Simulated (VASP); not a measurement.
# Pt (Pm-3m) in VASP: notebook

Runs on Pt. Level: PBE. Tasks: single point, relaxation of cell and atoms.

Everything below comes from runs of VASP 6.6.1. Logs are shortened: lines on timing, memory, paths and dates and some standing lists are left out, and cuts for length are marked.

## (1) The cell of the first run

It takes space group Pm-3m (No. 221, cubic). Conventional cell: a = 2.623 Å, b = 2.623 Å, c = 2.623 Å, α = 90.00°, β = 90.00°, γ = 90.00°. Pt (site symmetry m-3m) has 6 Pt at 2.62 Å within 3.5 Å.

## (2) Single point, PBE

The input, INCAR:

```
PREC = Accurate
ENCUT = 520
EDIFF = 1E-7
ISMEAR = 1
SIGMA = 0.1
LREAL = F
LASPH = T
NELM = 100
ALGO = Normal
ISIF = 2
LWAVE = F
LCHARG = F
GGA = PE
NBANDS = 11
```

The input, KPOINTS:

```
regular mesh
0
Gamma
  10 10 10
```

The input, POSCAR:

```
Pt
1.0
    2.6228257771      0.0000000000      0.0000000000
    0.0000000000      2.6228257771      0.0000000000
    0.0000000000      0.0000000000      2.6228257771
Pt
1
Direct
    0.0000000000      0.0000000000      0.0000000000
```

Potentials or basis: VASP PAW PBE potentials, release 64 (Pt).

Launch:

```
> cat potpaw_PBE.64/Pt/POTCAR > POTCAR
> mpirun -np 1 vasp_std > vasp.out
```

OUTCAR:

```text
PREC = Accurate
   ENCUT = 520
   EDIFF = 1E-7
   ISMEAR = 1
   LREAL = F
   LASPH = T
   NELM = 100
   ISIF = 2
   GGA = PE

 ion  position               nearest neighbor table
   1  0.000  0.000  0.000-

  LATTYP: Found a simple cubic cell.
 ALAT       =     2.6228257771

  Lattice vectors:

 A1 = (   2.6228257771,   0.0000000000,   0.0000000000)
 A2 = (   0.0000000000,   2.6228257771,   0.0000000000)
 A3 = (   0.0000000000,   0.0000000000,   2.6228257771)

Analysis of symmetry for initial positions (statically):
=====================================================================
 Subroutine PRICEL returns:
 Original cell was already a primitive cell.

 Routine SETGRP: Setting up the symmetry group for a
 simple cubic supercell.

 Subroutine GETGRP returns: Found 48 space group operations
 (whereof 48 operations were pure point group operations)
 out of a pool of 48 trial point group operations.

The static configuration has the point symmetry O_h .

Analysis of symmetry for dynamics (positions and initial velocities):
=====================================================================
 Subroutine PRICEL returns:
 Original cell was already a primitive cell.

 Routine SETGRP: Setting up the symmetry group for a
 simple cubic supercell.

 Subroutine GETGRP returns: Found 48 space group operations
 (whereof 48 operations were pure point group operations)
 out of a pool of 48 trial point group operations.

The dynamic configuration has the point symmetry O_h .

 Subroutine INISYM returns: Found 48 space group operations
 (whereof 48 operations are pure point group operations),
 and found     1 'primitive' translations

----------------------------------------------------------------------------------------

                                     Primitive cell

  volume of cell :      18.0430

  direct lattice vectors                    reciprocal lattice vectors
     2.622825777  0.000000000  0.000000000     0.381268176  0.000000000  0.000000000
     0.000000000  2.622825777  0.000000000     0.000000000  0.381268176  0.000000000
     0.000000000  0.000000000  2.622825777     0.000000000  0.000000000  0.381268176

  length of vectors
     2.622825777  2.622825777  2.622825777     0.381268176  0.381268176  0.381268176

  position of ions in fractional coordinates (direct lattice)
     0.000000000  0.000000000  0.000000000

  ion indices of the primitive-cell ions
   primitive index   ion index
                 1           1

----------------------------------------------------------------------------------------

 KPOINTS: regular mesh

Automatic generation of k-mesh.
 Grid dimensions read from file:
 generate k-points for:   10   10   10

 Generating k-lattice:

  Cartesian coordinates                     Fractional coordinates (reciprocal lattice)
     0.038126818  0.000000000  0.000000000     0.100000000  0.000000000  0.000000000
     0.000000000  0.038126818  0.000000000     0.000000000  0.100000000  0.000000000
     0.000000000  0.000000000  0.038126818     0.000000000  0.000000000  0.100000000

  Length of vectors
     0.038126818  0.038126818  0.038126818

  Shift w.r.t. Gamma in fractional coordinates (k-lattice)
     0.000000000  0.000000000  0.000000000

 Subroutine IBZKPT returns following result:
 ===========================================

 Found     56 irreducible k-points:

 Following reciprocal coordinates:
            Coordinates               Weight
  0.000000  0.000000  0.000000      1.000000
  0.100000  0.000000  0.000000      6.000000
  0.200000  0.000000  0.000000      6.000000
  0.300000  0.000000  0.000000      6.000000
  0.400000  0.000000  0.000000      6.000000
  0.500000  0.000000  0.000000      3.000000
[... 16 lines left out ...]
  0.200000  0.100000  0.100000     24.000000
  0.300000  0.100000  0.100000     24.000000
 [... further k-points ...]
   k-points           NKPTS =     56   k-points in BZ     NKDIM =     56   number of bands    NBANDS=     11
   number of dos      NEDOS =    301   number of ions     NIONS =      1
   total plane-waves  NPLWV =   8000
   dimension x,y,z NGX =    20 NGY =   20 NGZ =   20
   dimension x,y,z NGXF=    40 NGYF=   40 NGZF=   40
   ions per type =               1
   NGX,Y,Z   is equivalent  to a cutoff of  12.68, 12.68, 12.68 a.u.
   NGXF,Y,Z  is equivalent  to a cutoff of  25.35, 25.35, 25.35 a.u.
 SYSTEM =  unknown system
   PREC   = accura    normal or accurate (medium, high low for compatibility)
   ISTART =      0    job   : 0-new  1-cont  2-samecut
   ICHARG =      2    charge: 1-file 2-atom 10-const
   ISPIN  =      1    spin polarized calculation?
   LNONCOLLINEAR =      F non collinear calculations
   LSORBIT =      F    spin-orbit coupling
   LASPH  =      T    aspherical Exc in radial PAW
   ENCUT  =  520.0 eV  38.22 Ry    6.18 a.u.   4.88  4.88  4.88*2*pi/ulx,y,z
   NELM   =    100;   NELMIN=  2; NELMDL= -5     # of ELM steps
   EDIFF  = 0.1E-06   stopping-criterion for ELM
   LREAL  =      F    real-space projection
   EDIFFG = 0.1E-05   stopping-criterion for IOM
   NSW    =      0    number of steps for IOM
   IBRION =     -1    ionic relax: 0-MD 1-quasi-New 2-CG
   NFREE  =      0    steps in history (QN), initial steepest desc. (CG)
   ISIF   =      2    stress and relaxation
   ISYM   =      2    0-nonsym 1-usesym 2-fastsym
   POTIM  = 0.5000    time-step for ionic-motion
   TEBEG  =    0.0;   TEEND  =   0.0 temperature during run
   PSTRESS=    0.0 pullay stress
   NELECT =      10.0000    total number of electrons
   NUPDOWN=      -1.0000    fix difference up-down
   EMIN   =  10.00;   EMAX   =-10.00  energy-range for DOS
   EFERMI =   0.00;   METHOD = LEGACY
   ISMEAR =     1;   SIGMA  =   0.10  broadening in eV -4-tet -1-fermi 0-gaus
   EFERMI_NEDOS =   21; number of points for ismear=-14 and -15
   IALGO  =     38    algorithm
   IMIX   =      4    mixing-type and parameters
     AMIX     =   0.40;   BMIX     =  1.00
     AMIX_MAG =   1.60;   BMIX_MAG =  1.00
  volume/ion in A,a.u.               =      18.04       121.76
  Fermi-wavevector in a.u.,A,eV,Ry     =   1.344741  2.541192 24.603809  1.808329
  Thomas-Fermi vector in A             =   2.472710
   LORBIT       =      0    0 simple, 1 ext, 2 COOP (PROOUT), +10 PAW based schemes
   GGA     = PE    functional components
   LHFCALC =     F    Hartree Fock is set to
   AEXX    =    0.0000 exact exchange contribution
   IVDW    =     0    specifies the selected vdW correction
   LEPSILON=     F    determine dielectric tensor
   LRPA    =     F    only Hartree local field effects (RPA)
 non-spin polarized calculation
 Methfessel and Paxton  Order N= 1 SIGMA  =   0.10
  energy-cutoff  :      520.00
  volume of cell :       18.04
 maximum number of plane-waves:       500
 NGX is ok and might be reduce to    20
   NGX =  9   NGY =  9   NGZ =  9

 number of electron      10.0000002 magnetization

 Free energy of the ion-electron system (eV)
  ---------------------------------------------------
  ext. energy  EPLUGINS =         0.00000000
  ---------------------------------------------------
  free energy    TOTEN  =        -5.67410940 eV

  energy without entropy =       -5.67348226  energy(sigma->0) =       -5.67390035

 E-fermi :   8.2559     XC(G=0): -12.2799

 val. band max:        8.2531062092   @ k =   0.5000   0.1000   0.1000
 cond. band min:       8.2849204893   @ k =   0.4000   0.4000   0.0000
 fundamental gap:      0.0318142800
 Fermi energy:         8.2559472416

 k-point     1 :       0.0000    0.0000    0.0000
  band No.  band energies     occupation
      1      -0.1730      2.00000
      2       2.5713      2.00000
      3       2.5713      2.00000
      4       8.4960     -0.00357
      5       8.4960     -0.00357
      6       8.4960     -0.00357
      7      23.3968      0.00000
      8      23.3968      0.00000
      9      23.3968      0.00000
     10      29.0987      0.00000
     11      31.7989      0.00000

 k-point     2 :       0.1000    0.0000    0.0000
  band No.  band energies     occupation
      1       0.1035      2.00000
      2       2.6226      2.00000
      3       2.8243      2.00000
      4       8.2502      1.09768
      5       8.2502      1.09763
      6       8.5154     -0.00150
      7      21.6522      0.00000
      8      23.8902      0.00000
      9      23.8902      0.00000
     10      30.0056      0.00000
     11      30.3195      0.00000

 k-point     3 :       0.2000    0.0000    0.0000
  band No.  band energies     occupation
      1       0.7985      2.00000
      2       2.7599      2.00000
      3       3.6324      2.00000
      4       7.6593      2.00000
      5       7.6593      2.00000
      6       8.5666     -0.00010
      7      18.7442      0.00000
      8      25.1828      0.00000
      9      25.1828      0.00000
     10      28.1166      0.00000
     11      30.2745      0.00000

 k-point     4 :       0.3000    0.0000    0.0000
  band No.  band energies     occupation
      1       1.5891      2.00000
      2       2.9361      2.00000
      3       5.0381      2.00000
      4       7.0111      2.00000
      5       7.0111      2.00000
      6       8.6306     -0.00000
      7      15.9907      0.00000
      8      26.2991      0.00000
      9      26.8654      0.00000
     10      26.8654      0.00000
     11      29.6636      0.00000
[... 239 lines left out ...]
 k-point    22 :       0.1000    0.1000    0.1000
  band No.  band energies     occupation
      1       0.6719      2.00000
      2       3.0188      2.00000
      3       3.0188      2.00000
      4       7.9548      2.00018
      5       8.0472      2.01193
      6       8.0472      2.01193
      7      21.9452      0.00000
      8      22.8716      0.00000
      9      22.8716      0.00000
     10      31.2211      0.00000
     11      31.2211      0.00000

 k-point    23 :       0.2000    0.1000    0.1000
  band No.  band energies     occupation
      1       1.3811      2.00000
      2       3.1566      2.00000
      3       3.7907      2.00000
      4       7.4131      2.00000
      5       7.4155      2.00000
      6       8.0880      2.03893
      7      19.5488      0.00000
      8      23.3022      0.00000
      9      24.0254      0.00000
     10      29.4367      0.00000
     11      32.6370      0.00000

 k-point    24 :       0.3000    0.1000    0.1000
  band No.  band energies     occupation
      1       2.1671      2.00000
      2       3.3375      2.00000
      3       4.9569      2.00000
      4       6.7210      2.00000
      5       7.0669      2.00000
      6       8.1668      2.01975
      7      16.7213      0.00000
      8      24.4978      0.00000
      9      25.1329      0.00000
     10      28.2885      0.00000
     11      32.0171      0.00000

 [... further k-points ...]

------------------------ aborting loop because EDIFF is reached ----------------------------------------

  FORCE on cell =-STRESS in cart. coord.  units (eV):
  Direction    XX          YY          ZZ          XY          YZ          ZX
  --------------------------------------------------------------------------------------
  -------------------------------------------------------------------------------------
  Total       -0.0518566     -0.0518566     -0.0518566     -0.0000000     -0.0000000     -0.0000000
  in kB       -4.6047510     -4.6047510     -4.6047510     -0.0000000     -0.0000000     -0.0000000
  external PRESSURE =      -4.6047510 kB  Pullay stress =       0.0000000 kB

 VOLUME and BASIS-vectors are now :
 -----------------------------------------------------------------------------
  energy-cutoff  :      520.00
  volume of cell :       18.04
      direct lattice vectors                 reciprocal lattice vectors
     2.622825777  0.000000000  0.000000000     0.381268176  0.000000000  0.000000000
     0.000000000  2.622825777  0.000000000     0.000000000  0.381268176  0.000000000
     0.000000000  0.000000000  2.622825777     0.000000000  0.000000000  0.381268176

 POSITION                                       TOTAL-FORCE (eV/Angst)
 -----------------------------------------------------------------------------------
      0.00000      0.00000      0.00000         0.000000      0.000000      0.000000
 -----------------------------------------------------------------------------------
    total drift:                                0.000000      0.000000      0.000000

  FREE ENERGIE OF THE ION-ELECTRON SYSTEM (eV)
  ---------------------------------------------------
  free  energy   TOTEN  =        -5.6741093999 eV

  energy  without entropy=       -5.6734822644  energy(sigma->0) =       -5.67390035
```

Run time: 6.9 s. Hardware: 1 thread of Intel Xeon 6975P-C, shared host; peak memory 0.13 GiB.

Results:

```
Free energy            : -5.6741 eV
Pressure               : -0.5 GPa
Band gap on the k mesh : zero (band 5 reaches 10.24 eV, above the bottom of band 6 at 7.10 eV)
```

Levels at points of the mesh, in eV from the Fermi level:
| k point | band 2 | band 3 | band 4 | band 5 | band 6 | band 7 | band 8 | band 9 |
| --- | --- | --- | --- | --- | --- | --- | --- | --- |
| (0.00, 0.00, 0.00) | -5.68 | -5.68 | 0.24 | 0.24 | 0.24 | 15.14 | 15.14 | 15.14 |
| (0.50, 0.00, 0.00) | -5.11 | -1.89 | -1.89 | -0.52 | 0.45 | 4.37 | 16.47 | 19.46 |
| (0.50, 0.50, 0.00) | -4.66 | -1.50 | -1.50 | 1.84 | 4.44 | 4.44 | 9.42 | 13.35 |
| (0.50, 0.50, 0.50) | -4.83 | -4.83 | 1.98 | 1.98 | 9.94 | 9.94 | 9.94 | 9.97 |

Caveat: spin-orbit coupling is left out, which moves the levels of the heavy elements.

(Continued in part 2 of 2.)
